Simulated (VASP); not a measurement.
# Cs: single point with HSE06

Cs:

```
Cs
1.0
     0.00000    3.87623    3.87623
     3.87623    0.00000    3.87623
     3.87623    3.87623    0.00000
Cs
1
Cartesian
  0.0000 0.0000 0.0000
```

This isn't the form of Cs at room conditions, which is bcc.

| Quantity | Value |
| --- | --- |
| Program | VASP 6.6.1 |
| Task | single point |
| Functional | HSE06 |
| Potentials or basis | VASP PAW PBE potentials, release 64 (Cs_sv) |
| Cutoff | 520 eV |
| k mesh | 4 × 4 × 4 |
| Occupations | fermi-dirac, width 0.1 eV |
| Spin | no spin polarisation |

```
Pressure               : 0.1 GPa
Band gap on the k mesh : zero (an odd number of electrons rules out a gap without spin polarisation)
```

Levels at points of the mesh, in eV from the Fermi level:
```tsv
k point	band 1	band 2	band 3	band 4	band 5	band 6	band 7	band 8	band 9	band 10
(0.00, 0.00, 0.00)	-26.06	-11.79	-11.79	-11.79	-1.97	2.74	2.74	2.74	3.91	3.91
(0.50, 0.00, 0.00)	-26.06	-11.93	-11.81	-11.81	-0.02	0.71	2.58	2.58	4.76	4.76
(0.50, 0.50, 0.00)	-26.05	-11.92	-11.84	-11.84	0.34	1.22	1.44	4.15	4.15	4.62
```

Run time: 16 min on 1 thread of AMD EPYC 7R13 (shared host), peak memory 0.33 GiB.

Caveat: the PAW data sets were made with another functional, which shifts forces and pressure a little; spin-orbit coupling is left out, which moves the levels of the heavy elements.
